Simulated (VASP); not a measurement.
A run of VASP 6.6.1 is set up as follows.

INCAR

```
SYSTEM = Mg8HO8
PREC = Accurate
ENCUT = 520
EDIFF = 1E-7
ISMEAR = 0
SIGMA = 0.05
LREAL = Auto
LASPH = .True.
NELM = 60
ALGO = Normal
ISIF = 2
LWAVE = .False.
LCHARG = .False.
GGA = PE
NBANDS = 46
NELECT = 64.0
```

Contents of KPOINTS:

```
regular mesh
0
Gamma
  2 2 2
  0 0 0
```

The input POSCAR:

```
Mg8HO8
1.0
    0.0000000000      4.2270000000      4.2270000000
    4.2270000000      0.0000000000      4.2270000000
    4.2270000000      4.2270000000      0.0000000000
Mg O H
8 8 1
Direct
   -0.0088948427     -0.0007611781      0.0104626212
   -0.0089082091     -0.0007414242      0.4991428909
   -0.0031770759      0.5010926189      0.0010185711
   -0.0089186184      0.5105372605      0.4991556660
    0.4833659806     -0.0220264963      0.0193205583
    0.4911786137      0.0029600189      0.5029171990
    0.4833397208      0.5194272534      0.0194002839
    0.4833044713      0.5195443577      0.4776146203
    0.2462428436      0.2525324107      0.2487379938
    0.2463336882      0.2525631654      0.7524427490
    0.2319911285      0.7560966406      0.2558946061
    0.2463921221      0.7486074048      0.7524628578
    0.7403899929      0.2555870594      0.2519854507
    0.7408134611      0.2530441211      0.7530850485
    0.7404011119      0.7520637568      0.2519797729
    0.7404170807      0.7520560681      0.7555027206
    0.5394273717      0.3205787793     -0.1802487580
```

Potentials or basis: VASP PAW PBE potentials, release 64 (Mg, O, H).

The run is started by

```bash
$ cat potpaw_PBE.64/Mg/POTCAR potpaw_PBE.64/O/POTCAR potpaw_PBE.64/H/POTCAR > POTCAR
$ mpirun -np 1 vasp_std > vasp.out
```

Problem. Estimate the largest force.

Solution. 0.148 eV/Å.

Forces on the atoms (eV/Å):
```
Mg   0.004  0.000 -0.005
Mg   0.000 -0.004 -0.005
Mg   0.005 -0.006 -0.005
Mg   0.005 -0.004  0.000
Mg  -0.008  0.008 -0.029
Mg  -0.002  0.002  0.002
Mg   0.028  0.007  0.008
Mg  -0.007 -0.027  0.008
O   -0.002  0.000  0.001
O   -0.001  0.001  0.000
O    0.006 -0.006 -0.006
O    0.001  0.000  0.001
O   -0.001  0.001  0.001
O   -0.086  0.084  0.087
O   -0.001  0.001  0.001
O   -0.001  0.001  0.001
H    0.060 -0.057 -0.062
```

Caveat: the k points lie up to 0.64 Å⁻¹ apart; the cell carries a net charge on a neutralising background, which shifts energy and pressure.
